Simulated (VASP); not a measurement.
**GaSb: single point with LDA**

The system is GaSb.

```xyz
2
Lattice="-1.5202 2.6004 2.8034 1.5202 -2.6004 2.8034 1.5202 2.6004 -2.8034" Properties=species:S:1:pos:R:3 pbc="T T T"
Sb    0.0000    0.0000    2.8034
Ga    0.0000    0.0000    0.0000
```

```yaml
Program: VASP 6.6.1
Task: single point
Functional: LDA
Potentials_or_basis: VASP PAW LDA potentials, release 64 (Sb, Ga_d)
Cutoff: 520 eV
k_mesh: 7 × 7 × 7
Occupations: fermi-dirac, width 0.05 eV
Spin: non-collinear spin, zero start, spin-orbit coupling
Starting_moments: "[[0.0, 0.0, 0.0], [0.0, 0.0, 0.0]] μB"
Dipole_correction: no
Further_INCAR_settings: ALGO = Normal; EDIFF = 1e-06; NBANDS = 30
```

| Item | Value |
| --- | --- |
| Pressure | 0.1 GPa |
| Net moment | 0.00 μB per cell |
| Valence electrons inside the program's atomic spheres | Sb 2.46; Ga 11.57 |

Moments on the atoms (μB; x, y, z):
```
Sb  0.00 0.00 0.00
Ga  0.00 0.00 0.00
```

Wall time 120 s on 1 thread of Intel(R) Xeon(R) Platinum 8259CL CPU @ 2.50GHz (Skylake/Cascade Lake), on a shared host, peak memory 0.32 GiB.
